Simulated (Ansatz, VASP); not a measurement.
Two plane-wave programs on BiH

```
Bi H
1.0
     3.25202    0.00000    0.02022
     0.00000    4.21692    0.00000
    -0.04071    0.00000    6.54443
Bi H
2 2
Direct
  0.06491 0.00000 0.37516
  0.93508 0.00000 0.87477
  0.03816 0.50000 0.37514
  0.96185 0.50000 0.87480
```

Alike in both runs: functional PBE; k mesh 10 × 8 × 6; occupations gaussian, width 0.1 eV; no spin polarisation.

Ansatz relaxed the structure, and its values are those at the end. VASP's run is a single point on that final structure, the one shown.

|  | VASP | Ansatz |
| --- | --- | --- |
| version | VASP 6.6.1 | Ansatz 0.2.0 |
| potentials or method | VASP PAW PBE potentials, release 64 (Bi_d, H), cutoff 520 eV | scalar-relativistic, plane waves, PAW |
| valence electrons in the cell | 32 | 32 |

VASP gave:

```
gap on the k mesh at the Fermi level (eV) : none
pressure (GPa)                            : -0.1
```

Q: What did Ansatz give for the same quantities?

A: gap on the k mesh at the Fermi level (eV): none; pressure (GPa): 0.0.

A gap of «none» marks a metal or a gap that the smearing closes. The functional is the same, so the differences come from potentials, cutoffs and numerics.

Spin-orbit coupling is off throughout.
